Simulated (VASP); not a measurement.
# YN: single point with PBE0

The system is YN.

```
Y N
1.0
     0.00000    2.44804    2.44804
     2.44804    0.00000    2.44804
     2.44804    2.44804    0.00000
Y N
1 1
Direct
  0.00000 0.00000 0.00000
  0.50000 0.50000 0.50000
```

| Item | Value |
| --- | --- |
| Program | VASP 6.6.1 |
| Task | single point |
| Functional | PBE0 |
| Potentials or basis | VASP PAW PBE potentials, release 64 (Y_sv, N) |
| Cutoff | 520 eV |
| k mesh | 8 × 8 × 8 |
| Occupations | fermi-dirac, width 0.1 eV |
| Spin | no spin polarisation |
| Dipole correction | no |
| Grid for exact exchange (PRECFOCK) | Normal |
| Further INCAR settings | ALGO = Normal; EDIFF = 1e-06; NBANDS = 15 |
| Share of exact exchange | 0.25 |

```json
{
  "Pressure": "-1.8 GPa",
  "Band gap on the k mesh": "1.76 eV (least direct gap 2.23 eV)"
}
```

Levels at points of the mesh, in eV from the valence-band top:
```tsv
k point	band 6	band 7	band 8	band 9	band 10	band 11
(0.00, 0.00, 0.00)	0.00	0.00	0.00	5.03	5.03	5.03
(0.50, 0.00, 0.00)	-4.57	-2.50	-2.50	7.88	8.46	8.58
(0.50, 0.50, 0.00)	-1.84	-0.47	-0.47	1.76	8.89	9.34
```

Run time: 19 min on 4 MPI ranks on Intel(R) Xeon(R) 6975P-C (Granite Rapids), with other jobs on the host, peak memory 0.2 GiB a rank.

Caveat: the PAW data sets were made with another functional, which shifts forces and pressure a little. A k mesh can miss the band edges.
